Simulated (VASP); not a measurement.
## ZnSb2Te4: single point with PBEsol

Crystal: ZnSb2Te4.

```
Sb Zn Te
1.0
     0.00000    6.25245    0.00000
     6.25245    0.00000    0.00000
     3.12623    3.12623   -6.25041
Sb Zn Te
2 1 4
Direct
  0.50000 0.50000 0.00000
  0.75000 0.25000 0.50000
  0.00000 0.00000 0.00000
  0.37500 0.37500 0.75000
  0.62500 0.12500 0.25000
  0.87500 0.87500 0.75000
  0.12500 0.62500 0.25000
```

- Program: VASP 6.6.1
- Task: single point
- Functional: PBEsol
- Potentials or basis: VASP PAW PBE potentials, release 64 (Sb, Zn, Te)
- Cutoff: 520 eV
- k mesh: 3 × 3 × 3
- Occupations: methfessel-paxton, width 0.0665 eV
- Spin: collinear spin, zero start
- Starting moments: [0.0, 0.0, 0.0, 0.0, 0.0, 0.0, 0.0] μB

```yaml
Pressure: 8.4 GPa
Largest_force: 2.343 eV/Å
Band_gap_on_the_k_mesh: 0.04 eV
Net_moment: 0.00 μB per cell
Valence_electrons_inside_the_program's_atomic_spheres: Sb 2.49, 2.50; Zn 10.68; Te 3.44
```

Forces on the atoms (eV/Å):
```
Sb   0.000  0.000  0.000
Sb   0.000  0.000  0.000
Zn   0.000  0.000  0.000
Te   0.003 -2.342  0.037
Te  -2.342 -0.003 -0.037
Te  -0.003  2.342  0.037
Te   2.342  0.003 -0.037
```

Stress tensor (GPa, compression positive):
```
7.89 0.00 0.00
0.00 7.89 0.00
0.00 0.00 9.53
```

Levels at points of the mesh, in eV from the valence-band top:
Spin up:
```csv
k point,band 19,band 20,band 21,band 22,band 23,band 24,band 25,band 26,band 27,band 28
"(0.00, 0.00, 0.00)",-1.68,-1.65,-1.65,-1.43,0.00,0.04,0.70,0.70,1.26,1.97
```
Spin down:
| k point | band 20 | band 21 | band 22 | band 23 | band 24 | band 25 | band 26 | band 27 |
| --- | --- | --- | --- | --- | --- | --- | --- | --- |
| (0.00, 0.00, 0.00) | -1.65 | -1.65 | -1.43 | 0.00 | 0.04 | 0.70 | 0.70 | 1.26 |

Run time: 92 s on 1 thread of Intel(R) Xeon(R) 6975P-C (Granite Rapids), on a shared host, peak memory 0.52 GiB.

Caveat: the cell stands under pressure; the PAW data sets were made with another functional, which shifts forces and pressure a little; spin-orbit coupling is left out, which moves the levels of the heavy elements; an odd mesh through Γ misses points on the zone boundary, where band edges can lie.
